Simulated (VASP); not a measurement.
Set up this calculation in VASP 6.6.1, as the native input.

* Task: single point
* Functional: PBEsol
* Potentials or basis: VASP PAW PBE potentials, release 64 (Ta_pv, N)
* Cutoff: 520 eV
* k mesh: 9 × 9 × 5
* Occupations: gaussian, width 0.15 eV
* Spin: no spin polarisation
* Dipole correction: no
* Further INCAR settings: ALGO = Normal; EDIFF = 1e-06; NBANDS = 72

The structure of Ta4N3 lies in POSCAR:

```
Ta4N3
1.0
   -4.3571443853      0.0000000000      0.0000000000
    0.0000000000     -4.3571443853      0.0000000000
    0.0000000000      0.0000000000     13.0453519637
Ta N
8 6
Direct
    0.5000000000      0.0000000000      0.4058687026
    0.0000000000      0.5000000000      0.0783439265
    0.0000000000      0.0000000000      0.5766753262
    0.5000000000      0.5000000000      0.2491505500
    0.5000000000      0.0000000000      0.0783439265
    0.0000000000      0.5000000000      0.4058687026
    0.5000000000      0.5000000000      0.5625868552
    1.0000000000      1.0000000000      0.2350620791
    0.5000000000      1.0000000000      0.2421063145
    0.0000000000      0.5000000000      0.5696310907
    0.0000000000      0.0000000000      0.4058687026
    0.5000000000      0.5000000000      0.0783439265
    1.0000000000      0.5000000000      0.2421063145
    0.5000000000      0.0000000000      0.5696310907
```

This cell differs from its parent crystal: the distance across one plane changed.

The input as run:

INCAR

```
ALGO = Normal
EDIFF = 1E-6
ENCUT = 520
GGA = PS
ISIF = 2
ISMEAR = 0
LASPH = T
LCHARG = T
LELF = T
LREAL = F
LVHAR = T
LWAVE = F
NBANDS = 72
NELM = 60
PREC = Accurate
SIGMA = 0.15
```

KPOINTS

```
k-points
0
Gamma
  9 9 5
```

Potentials or basis: VASP PAW PBE potentials, release 64 (Ta_pv, N).

Launch:

```sh
$ cat potpaw_PBE.64/Ta_pv/POTCAR potpaw_PBE.64/N/POTCAR > POTCAR
$ mpirun -np 1 vasp_std > vasp.out
```

Results of the run:

- Pressure: -7.4 GPa
- Largest force: 3.199 eV/Å
- Band gap on the k mesh: zero (bands 59 and 60 overlap by 1.46 eV)

Caveat: the cell differs from its parent crystal (the distance across one plane changed); the stress differs along the axes, from -9 to -4 GPa; the PAW data sets were made with another functional, which shifts forces and pressure a little; spin-orbit coupling is left out, which moves the levels of the heavy elements.

It took 9.8 min on 1 thread of Intel(R) Xeon(R) Platinum 8559C (Emerald Rapids) (shared host), peak memory 0.68 GiB.
